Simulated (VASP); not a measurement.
Set up this calculation in VASP 6.6.1, as the native input.

* Task: single point
* Functional: PBE
* Potentials or basis: VASP PAW PBE potentials, release 64 (Mg, Si, N)
* Cutoff: 600 eV
* k mesh: 3 × 3 × 3
* Occupations: gaussian, width 0.15 eV
* Spin: no spin polarisation
* Dipole correction: no
* Further INCAR settings: ALGO = Normal; EDIFF = 1e-06; NBANDS = 22

The structure of Mg5SiN2 lies in POSCAR:

```
Mg5SiN2
1.0
    2.9456237689      1.7006566773      4.8043361115
   -2.9456237689      1.7006566773      4.8043361115
    0.0000000000     -3.4013133503      4.8043361130
Mg Si N
5 1 2
Direct
    0.0000000000      0.0000000000      0.5000000000
    0.5000000000      0.0000000000      0.0000000000
    0.0000000000      0.5000000000      0.0000000000
    0.6213451722      0.6213451722      0.6213451722
    0.3786548278      0.3786548278      0.3786548278
    0.0000000000      0.0000000000      0.0000000000
    0.7572405691      0.7572405691      0.7572405691
    0.2427594309      0.2427594309      0.2427594309
```

The cell was built from a structure type or drawn by symmetry, and may not be a known phase.

These files were run (other wordings do the same):

INCAR

```
SYSTEM = Mg5SiN2
PREC = Accurate
ENCUT = 600
EDIFF = 1E-6
ISMEAR = 0
SIGMA = 0.15
LREAL = .FALSE.
LASPH = .TRUE.
NELM = 120
ALGO = Normal
ISIF = 2
LWAVE = .FALSE.
LCHARG = .FALSE.
GGA = PE
NBANDS = 22
GGA_COMPAT = .FALSE.
```

KPOINTS

```
regular mesh
0
G
  3 3 3
  0 0 0
```

Potentials or basis: VASP PAW PBE potentials, release 64 (Mg, Si, N).

Run with:

```sh
$ cat potpaw_PBE.64/Mg/POTCAR potpaw_PBE.64/Si/POTCAR potpaw_PBE.64/N/POTCAR > POTCAR
$ mpirun -np 1 vasp_std > vasp.out
```

It gave:

* Pressure: -0.1 GPa
* Largest force: 0.041 eV/Å
* Band gap on the k mesh: zero (bands 12 and 13 overlap by 1.03 eV)

Caveat: the k points lie up to 0.44 Å⁻¹ apart, too coarse for converged energies and pressures of a metal.

Wall time 55 s on 1 thread of AMD EPYC 7R43 64-Core Processor (Zen 3), on a shared host, peak memory 0.28 GiB.
